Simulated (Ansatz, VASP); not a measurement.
## Ir in VASP and in Ansatz

The input INCAR:

```
PREC = Accurate ; ENCUT = 520
EDIFF = 1E-8 ; ISMEAR = -1
SIGMA = 0.03 ; LREAL = False
LASPH = True ; NELM = 80
ALGO = Normal ; ISIF = 2
LWAVE = False ; LCHARG = False
GGA = PE ; LEFG = True
NBANDS = 10
```

Contents of KPOINTS:

```
Automatic mesh
0
Gamma
  18 18 18
```

The input POSCAR:

```
Ir
1.0
    0.0000000000      1.9460447666      1.9460447666
    1.9460447666      0.0000000000      1.9460447666
    1.9460447666      1.9460447666      0.0000000000
Ir
1
Direct
    0.0000000000      0.0000000000      0.0000000000
```

Input for Ansatz:

```yaml
crystal:
  lattice:
    - [0.0, 1.9460447666, 1.9460447666]
    - [1.9460447666, 0.0, 1.9460447666]
    - [1.9460447666, 1.9460447666, 0.0]
  atoms:
    - { symbol: Ir, position: [0.0, 0.0, 0.0] }
kpoints:
  mp_grid: { grid: [18, 18, 18] }
scf:
  occupations: { method: fermi_dirac, width: 0.03 }
hamiltonian:
  xc: pbe
  pseudopotentials: { kind: paw }
output:
  forces: true
  stress: true
  eigenvalues: true
  efg: { contact_densities: true }
```

Change from the starting cell: volume scaled by 1.03, PAW files.

Alike in both runs: task electric field gradients; functional PBE; k mesh 18 × 18 × 18; occupations fermi-dirac, width 0.03 eV; no spin polarisation.

|  | VASP | Ansatz |
| --- | --- | --- |
| version | VASP 6.6.1 | Ansatz 0.2.0 |
| potentials or method | VASP PAW PBE potentials, release 64 (Ir) | PAW with Ansatz's default frozen-core files, scalar-relativistic |
| plane-wave cutoff (eV) | 520 | 420 |
| valence electrons in the cell | 9 | 17 |

Ansatz gave:

- pressure (GPa): -5.6

Question: Which values does VASP return?

Answer: Pressure (GPa): -5.1.

VASP's potentials hold 9 valence electrons a cell and Ansatz's 17, so a difference there can come from the potentials and not from the codes.

Spin-orbit coupling is off throughout.
